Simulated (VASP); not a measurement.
# Ga4SbAs3 (P-43m) in VASP: relaxation of cell and atoms with PBE

Aim: the relaxation of cell and atoms of Ga4SbAs3 with PBE.

Program: VASP 6.6.1. These are calculated values, not measurements. Logs are shortened: lines on timing, memory, paths and dates and some standing lists are left out, and cuts for length are marked.

## Step 1: The cell of the first run

The structure is cubic, space group P-43m (No. 215). Conventional cell: a = 5.878 Å, b = 5.878 Å, c = 5.878 Å, α = 90.00°, β = 90.00°, γ = 90.00°. Ga (site symmetry 3m) has 3 As at 2.52 Å and 1 Sb at 2.63 Å within 3.3 Å. Sb (site symmetry -43m) has 4 Ga at 2.63 Å within 3.5 Å. Within 3.3 Å of As (site symmetry -42m) lie 4 Ga at 2.52 Å.

## Step 2: Relaxation of cell and atoms, PBE

The input, INCAR:

```
SYSTEM = Ga4SbAs3
PREC = Accurate ; ENCUT = 600
EDIFF = 1E-6 ; ISMEAR = 0
SIGMA = 0.1 ; LREAL = .False.
LASPH = .True. ; NELM = 80
ALGO = Fast ; ISIF = 3
LWAVE = .False. ; LCHARG = .False.
GGA = PE ; IBRION = 2
NSW = 100 ; EDIFFG = -0.01
```

The input, KPOINTS:

```
Automatic mesh
0
Gamma
  6 6 6
  0 0 0
```

The input, POSCAR:

```
Ga4SbAs3
1.0
    5.8778051592      0.0000000000      0.0000000000
    0.0000000000      5.8778051592      0.0000000000
    0.0000000000      0.0000000000      5.8778051592
Ga Sb As
4 1 3
Direct
    0.2419685334      0.7580314666      0.7580314666
    0.2419685334      0.2419685334      0.2419685334
    0.7580314666      0.7580314666      0.2419685334
    0.7580314666      0.2419685334      0.7580314666
    0.5000000000      0.5000000000      0.5000000000
    0.0000000000      0.5000000000      0.0000000000
    0.0000000000      0.0000000000      0.5000000000
    0.5000000000      0.0000000000      0.0000000000
```

Potentials or basis: VASP PAW PBE potentials, release 64 (Ga_d, Sb, As).

The run is started by

```bash
$ cat potpaw_PBE.64/Ga_d/POTCAR potpaw_PBE.64/Sb/POTCAR potpaw_PBE.64/As/POTCAR > POTCAR
$ mpirun -np 1 vasp_std > vasp.out
```

OUTCAR:

```text
SYSTEM = Ga4SbAs3
   PREC = Accurate
   ENCUT = 600
   EDIFF = 1E-6
   ISMEAR = 0
   LREAL = .False.
   LASPH = .True.
   NELM = 80
   ISIF = 3
   GGA = PE
   IBRION = 2
   NSW = 100
   EDIFFG = -0.01

 ion  position               nearest neighbor table
   1  0.242  0.758  0.758-   6 2.52   7 2.52   8 2.52   5 2.63
   2  0.242  0.242  0.242-   6 2.52   7 2.52   8 2.52   5 2.63
   3  0.758  0.758  0.242-   6 2.52   7 2.52   8 2.52   5 2.63
   4  0.758  0.242  0.758-   6 2.52   7 2.52   8 2.52   5 2.63
   5  0.500  0.500  0.500-   1 2.63   2 2.63   3 2.63   4 2.63
   6  0.000  0.500  0.000-   1 2.52   2 2.52   3 2.52   4 2.52
   7  0.000  0.000  0.500-   1 2.52   2 2.52   3 2.52   4 2.52
   8  0.500  0.000  0.000-   1 2.52   2 2.52   3 2.52   4 2.52

  LATTYP: Found a simple cubic cell.
 ALAT       =     5.8778051592

  Lattice vectors:

 A1 = (   5.8778051592,   0.0000000000,   0.0000000000)
 A2 = (   0.0000000000,   5.8778051592,   0.0000000000)
 A3 = (   0.0000000000,   0.0000000000,   5.8778051592)

Analysis of symmetry for initial positions (statically):
=====================================================================
 Subroutine PRICEL returns:
 Original cell was already a primitive cell.

 Routine SETGRP: Setting up the symmetry group for a
 simple cubic supercell.

 Subroutine GETGRP returns: Found 24 space group operations
 (whereof 24 operations were pure point group operations)
 out of a pool of 48 trial point group operations.

The static configuration has the point symmetry T_d .

Analysis of symmetry for dynamics (positions and initial velocities):
=====================================================================
 Subroutine PRICEL returns:
 Original cell was already a primitive cell.

 Routine SETGRP: Setting up the symmetry group for a
 simple cubic supercell.

 Subroutine GETGRP returns: Found 24 space group operations
 (whereof 24 operations were pure point group operations)
 out of a pool of 48 trial point group operations.

The dynamic configuration has the point symmetry T_d .

 Subroutine INISYM returns: Found 24 space group operations
 (whereof 24 operations are pure point group operations),
 and found     1 'primitive' translations

----------------------------------------------------------------------------------------

                                     Primitive cell

  volume of cell :     203.0699

  direct lattice vectors                    reciprocal lattice vectors
     5.877805159  0.000000000  0.000000000     0.170131533  0.000000000  0.000000000
     0.000000000  5.877805159  0.000000000     0.000000000  0.170131533  0.000000000
     0.000000000  0.000000000  5.877805159     0.000000000  0.000000000  0.170131533

  length of vectors
     5.877805159  5.877805159  5.877805159     0.170131533  0.170131533  0.170131533

  position of ions in fractional coordinates (direct lattice)
     0.241968533  0.758031467  0.758031467
     0.241968533  0.241968533  0.241968533
     0.758031467  0.758031467  0.241968533
     0.758031467  0.241968533  0.758031467
     0.500000000  0.500000000  0.500000000
     0.000000000  0.500000000  0.000000000
     0.000000000  0.000000000  0.500000000
     0.500000000  0.000000000  0.000000000

  ion indices of the primitive-cell ions
   primitive index   ion index
                 1           1
                 2           2
                 3           3
                 4           4
                 5           5
                 6           6
                 7           7
                 8           8

----------------------------------------------------------------------------------------

 KPOINTS: Automatic mesh

Automatic generation of k-mesh.
 Grid dimensions read from file:
 generate k-points for:    6    6    6

 Generating k-lattice:

  Cartesian coordinates                     Fractional coordinates (reciprocal lattice)
     0.028355255  0.000000000  0.000000000     0.166666667  0.000000000  0.000000000
     0.000000000  0.028355255  0.000000000     0.000000000  0.166666667  0.000000000
     0.000000000  0.000000000  0.028355255     0.000000000  0.000000000  0.166666667

  Length of vectors
     0.028355255  0.028355255  0.028355255

  Shift w.r.t. Gamma in fractional coordinates (k-lattice)
     0.000000000  0.000000000  0.000000000

 Subroutine IBZKPT returns following result:
 ===========================================

 Found     20 irreducible k-points:

 Following reciprocal coordinates:
            Coordinates               Weight
  0.000000  0.000000  0.000000      1.000000
  0.166667  0.000000  0.000000      6.000000
  0.333333  0.000000  0.000000      6.000000
  0.500000  0.000000  0.000000      3.000000
  0.166667  0.166667  0.000000     12.000000
  0.333333  0.166667  0.000000     24.000000
[... 12 lines left out ...]
  0.500000  0.500000  0.333333      6.000000
  0.500000  0.500000  0.500000      1.000000
   k-points           NKPTS =     20   k-points in BZ     NKDIM =     20   number of bands    NBANDS=     43
   number of dos      NEDOS =    301   number of ions     NIONS =      8
   total plane-waves  NPLWV = 110592
   dimension x,y,z NGX =    48 NGY =   48 NGZ =   48
   dimension x,y,z NGXF=    96 NGYF=   96 NGZF=   96
   ions per type =               4   1   3
   NGX,Y,Z   is equivalent  to a cutoff of  13.58, 13.58, 13.58 a.u.
   NGXF,Y,Z  is equivalent  to a cutoff of  27.15, 27.15, 27.15 a.u.
 SYSTEM =  Ga4SbAs3
   PREC   = accura    normal or accurate (medium, high low for compatibility)
   ISTART =      0    job   : 0-new  1-cont  2-samecut
   ICHARG =      2    charge: 1-file 2-atom 10-const
   ISPIN  =      1    spin polarized calculation?
   LNONCOLLINEAR =      F non collinear calculations
   LSORBIT =      F    spin-orbit coupling
   LASPH  =      T    aspherical Exc in radial PAW
   ENCUT  =  600.0 eV  44.10 Ry    6.64 a.u.  11.74 11.74 11.74*2*pi/ulx,y,z
   NELM   =     80;   NELMIN=  2; NELMDL= -5     # of ELM steps
   EDIFF  = 0.1E-05   stopping-criterion for ELM
   LREAL  =      F    real-space projection
   EDIFFG = -.1E-01   stopping-criterion for IOM
   NSW    =    100    number of steps for IOM
   IBRION =      2    ionic relax: 0-MD 1-quasi-New 2-CG
   NFREE  =      1    steps in history (QN), initial steepest desc. (CG)
   ISIF   =      3    stress and relaxation
   ISYM   =      2    0-nonsym 1-usesym 2-fastsym
   POTIM  = 0.5000    time-step for ionic-motion
   TEBEG  =    0.0;   TEEND  =   0.0 temperature during run
   PSTRESS=    0.0 pullay stress
   NELECT =      72.0000    total number of electrons
   NUPDOWN=      -1.0000    fix difference up-down
   EMIN   =  10.00;   EMAX   =-10.00  energy-range for DOS
   EFERMI =   0.00;   METHOD = LEGACY
   ISMEAR =     0;   SIGMA  =   0.10  broadening in eV -4-tet -1-fermi 0-gaus
   EFERMI_NEDOS =   21; number of points for ismear=-14 and -15
   IALGO  =     68    algorithm
   IMIX   =      4    mixing-type and parameters
     AMIX     =   0.40;   BMIX     =  1.00
     AMIX_MAG =   1.60;   BMIX_MAG =  1.00
  volume/ion in A,a.u.               =      25.38       171.30
  Fermi-wavevector in a.u.,A,eV,Ry     =   1.158699  2.189623 18.266943  1.342582
  Thomas-Fermi vector in A             =   2.295298
   LORBIT       =      0    0 simple, 1 ext, 2 COOP (PROOUT), +10 PAW based schemes
   GGA     = PE    functional components
   LHFCALC =     F    Hartree Fock is set to
   AEXX    =    0.0000 exact exchange contribution
   IVDW    =     0    specifies the selected vdW correction
   LEPSILON=     F    determine dielectric tensor
   LRPA    =     F    only Hartree local field effects (RPA)
 conjugate gradient relaxation of ions
 non-spin polarized calculation
 RMM-DIIS sequential band-by-band and
 Gauss-broadening in eV      SIGMA  =   0.10
  energy-cutoff  :      600.00
  volume of cell :      203.07
 maximum number of plane-waves:      6816
 NGX is ok and might be reduce to    48
   NGX = 23   NGY = 23   NGZ = 23

--------------------------------------- Ionic step        1  -------------------------------------------

 number of electron      71.9999993 magnetization

 Free energy of the ion-electron system (eV)
  ---------------------------------------------------
  ext. energy  EPLUGINS =         0.00000000
  ---------------------------------------------------
  free energy    TOTEN  =       -32.00400765 eV

  energy without entropy =      -32.00306600  energy(sigma->0) =      -32.00353682

------------------------ aborting loop because EDIFF is reached ----------------------------------------

  FORCE on cell =-STRESS in cart. coord.  units (eV):
  Direction    XX          YY          ZZ          XY          YZ          ZX
  --------------------------------------------------------------------------------------
  -------------------------------------------------------------------------------------
  Total       -0.2650636     -0.2650636     -0.2650636     -0.0000000      0.0000000     -0.0000000
  in kB       -2.0912940     -2.0912940     -2.0912940     -0.0000000      0.0000000     -0.0000000
  external PRESSURE =      -2.0912940 kB  Pullay stress =       0.0000000 kB

 VOLUME and BASIS-vectors are now :
 -----------------------------------------------------------------------------
  energy-cutoff  :      600.00
  volume of cell :      203.07
      direct lattice vectors                 reciprocal lattice vectors
     5.877805159  0.000000000  0.000000000     0.170131533  0.000000000  0.000000000
     0.000000000  5.877805159  0.000000000     0.000000000  0.170131533  0.000000000
     0.000000000  0.000000000  5.877805159     0.000000000  0.000000000  0.170131533
[... 85 lines left out ...]
 POSITION                                       TOTAL-FORCE (eV/Angst)
 -----------------------------------------------------------------------------------
      1.42062      4.45150      4.45150        -0.008095      0.008095      0.008095
      1.42062      1.42062      1.42062        -0.008095     -0.008095     -0.008095
      4.45150      4.45150      1.42062         0.008095      0.008095     -0.008095
      4.45150      1.42062      4.45150         0.008095     -0.008095      0.008095
      2.93606      2.93606      2.93606        -0.000000      0.000000      0.000000
     -0.00000      2.93606     -0.00000        -0.000000      0.000000      0.000000
      0.00000      0.00000      2.93606        -0.000000      0.000000      0.000000
      2.93606      0.00000     -0.00000        -0.000000      0.000000      0.000000
 -----------------------------------------------------------------------------------
    total drift:                               -0.000000     -0.000000      0.000000

  FREE ENERGIE OF THE ION-ELECTRON SYSTEM (eV)
  ---------------------------------------------------
  free  energy   TOTEN  =       -32.0043477064 eV

  energy  without entropy=      -32.0034079050  energy(sigma->0) =      -32.00387781

--------------------------------------- Ionic step        4  -------------------------------------------

 number of electron      71.9999993 magnetization

 Free energy of the ion-electron system (eV)
  ---------------------------------------------------
  ext. energy  EPLUGINS =         0.00000000
  ---------------------------------------------------
  free energy    TOTEN  =       -32.00434887 eV

  energy without entropy =      -32.00340914  energy(sigma->0) =      -32.00387900

 E-fermi :   3.8211     XC(G=0):  -9.2313

 val. band max:        3.7793083995   @ k =   0.0000   0.0000   0.0000
 cond. band min:       4.2169322569   @ k =   0.5000   0.5000   0.5000
 fundamental gap:      0.4376238574
 Fermi energy:         3.8211490132

 k-point     1 :       0.0000    0.0000    0.0000
  band No.  band energies     occupation
      1     -11.1295      2.00000
      2     -11.1295      2.00000
      3     -11.1177      2.00000
      4     -11.0509      2.00000
      5     -11.0509      2.00000
      6     -11.0509      2.00000
[... 931 lines left out ...]
 POSITION                                       TOTAL-FORCE (eV/Angst)
 -----------------------------------------------------------------------------------
      1.42055      4.45132      4.45132        -0.005495      0.005495      0.005495
      1.42055      1.42055      1.42055        -0.005495     -0.005495     -0.005495
      4.45132      4.45132      1.42055         0.005495      0.005495     -0.005495
      4.45132      1.42055      4.45132         0.005495     -0.005495      0.005495
      2.93594      2.93594      2.93594        -0.000000     -0.000000     -0.000000
      5.87187      2.93594      5.87187         0.000000     -0.000000     -0.000000
      5.87187      0.00000      2.93594        -0.000000     -0.000000     -0.000000
      2.93594      0.00000      5.87187         0.000000     -0.000000     -0.000000
 -----------------------------------------------------------------------------------
    total drift:                               -0.000000     -0.000000      0.000000

  FREE ENERGIE OF THE ION-ELECTRON SYSTEM (eV)
  ---------------------------------------------------
  free  energy   TOTEN  =       -32.0043488725 eV

  energy  without entropy=      -32.0034091375  energy(sigma->0) =      -32.00387900

 reached required accuracy - stopping structural energy minimisation
```

Run time: 13 min. Hardware: 1 thread of Oxide Virtual Turin-like, shared host; peak memory 0.43 GiB.

Results:

```
Free energy                           : -32.0043 eV
Relaxed volume                        : 25.31 Å³/atom
Relaxed cell                          : a = 5.872 Å, b = 5.872 Å, c = 5.872 Å, α = 90.00°, β = 90.00°, γ = 90.00°
Space group after relaxing (to 0.1 Å) : P-43m (No. 215)
Energy gained by relaxing             : 0.0 meV/atom
Ionic steps                           : 4
Pressure after relaxing               : 0.0 GPa
Largest force after relaxing          : 0.010 eV/Å
Band gap on the k mesh                : zero (filled and empty bands touch)
```

Forces in eV/Å, atoms in the order of the input:
```
Ga  -0.005  0.005  0.005
Ga  -0.005 -0.005 -0.005
Ga   0.005  0.005 -0.005
Ga   0.005 -0.005  0.005
Sb   0.000  0.000  0.000
As   0.000  0.000  0.000
As   0.000  0.000  0.000
As   0.000  0.000  0.000
```

The path:
| step | energy change (eV) | largest force (eV/Å) | pressure (GPa) | volume (Å³) |
| --- | --- | --- | --- | --- |
| 1 | 0.0000 | 0.0148 | -0.21 | 203.07 |
| 2 | -0.0002 | 0.0057 | 0.12 | 202.10 |
| 3 | -0.0003 | 0.0140 | 0.00 | 202.48 |
| 4 | -0.0003 | 0.0095 | 0.01 | 202.46 |

Final structure:
```yaml
crystal:
  lattice:
    - [5.87187, 0.00000, 0.00000]
    - [0.00000, 5.87187, 0.00000]
    - [0.00000, 0.00000, 5.87187]
  atoms:
    - { symbol: Ga, position: [0.24192, 0.75808, 0.75808] }
    - { symbol: Ga, position: [0.24192, 0.24192, 0.24192] }
    - { symbol: Ga, position: [0.75808, 0.75808, 0.24192] }
    - { symbol: Ga, position: [0.75808, 0.24192, 0.75808] }
    - { symbol: Sb, position: [0.50000, 0.50000, 0.50000] }
    - { symbol: As, position: [0.00000, 0.50000, 0.00000] }
    - { symbol: As, position: [0.00000, 0.00000, 0.50000] }
    - { symbol: As, position: [0.50000, 0.00000, 0.00000] }
```

Levels at points of the mesh, in eV from the Fermi level:
```csv
k point,band 34,band 35,band 36,band 37,band 38,band 39
"(0.00, 0.00, 0.00)",-0.25,-0.04,-0.04,-0.04,1.38,1.38
"(0.50, 0.00, 0.00)",-1.84,-1.42,-1.42,1.61,1.79,2.63
"(0.50, 0.50, 0.00)",-1.33,-0.99,-0.99,2.08,2.08,2.42
"(0.50, 0.50, 0.50)",-0.79,-0.79,-0.79,0.40,0.40,0.40
```

Caveat: semilocal functionals underestimate gaps, and a narrow one can read as zero; spin-orbit coupling is left out, which moves the levels of the heavy elements.

The gap in the log of VASP goes by the Fermi energy; the results here count the filled bands.